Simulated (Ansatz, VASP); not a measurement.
# Two plane-wave programs on FeNi3

```
Fe Ni
1.0
     3.54500    0.00000    0.00000
     0.00000    3.54500    0.00000
     0.00000    0.00000    3.54500
Fe Ni
1 3
Cartesian
  0.0000 0.0000 0.0000
  0.0000 1.7725 1.7725
  1.7725 0.0000 1.7725
  1.7725 1.7725 0.0000
```

Alike in both runs: task single point; functional LDA; k mesh 8 × 8 × 8; occupations gaussian, width 0.05 eV; collinear spin.

|  | VASP | Ansatz |
| --- | --- | --- |
| version | VASP 6.6.1 | Ansatz 0.2.0 |
| potentials or method | VASP PAW LDA potentials, release 64 (Fe, Ni), cutoff 520 eV | scalar-relativistic, plane waves, PAW |
| valence electrons in the cell | 38 | 70 |

Ansatz gave:

```
gap on the k mesh at the Fermi level (eV)                     : none
pressure (GPa)                                                : -17.2
net moment per atom (μB)                                      : 1.17
size of the moment on the site where the two differ most (μB) : 0.65
```

Question: Estimate VASP's values.

Answer: gap on the k mesh at the Fermi level (eV): none; pressure (GPa): -17.4; net moment per atom (μB): 1.13; size of the moment on the site where the two differ most (μB): 0.58.

LDA's correlation is that of Perdew and Zunger in VASP and of Perdew and Wang (1992) in Ansatz. Site moments also hang on the region over which each program counts them. A gap of «none» marks a metal or a gap that the smearing closes. VASP's potentials hold 38 valence electrons a cell and Ansatz's 70, so a difference there can come from the potentials and not from the codes. Ansatz's warnings: anisotropy in doubt.
